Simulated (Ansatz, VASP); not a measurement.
Ga in VASP and in Ansatz

```xyz
1
Lattice="2.7165 0.0000 0.0000 0.0000 2.7165 0.0000 0.0000 0.0000 2.7165" Properties=species:S:1:pos:R:3 pbc="T T T"
Ga    0.0000    0.0000    0.0000
```

Alike in both runs: task single point; functional PBE; k mesh 10 × 10 × 10; occupations gaussian, width 0.017 eV; no spin polarisation.

|  | VASP | Ansatz |
| --- | --- | --- |
| version | VASP 6.6.1 | Ansatz 0.2.0 |
| potentials or method | VASP PAW PBE potentials, release 64 (Ga_d) | Ansatz PAW |
| plane-wave cutoff (eV) | 500 | 420 |
| valence electrons in the cell | 13 | 13 |

```csv
,VASP,Ansatz,Ansatz less VASP
gap on the k mesh at the Fermi level (eV),none,none,-
pressure (GPa),0.6,0.6,-0.05
```

A gap of «none» marks a metal or a gap that the smearing closes.
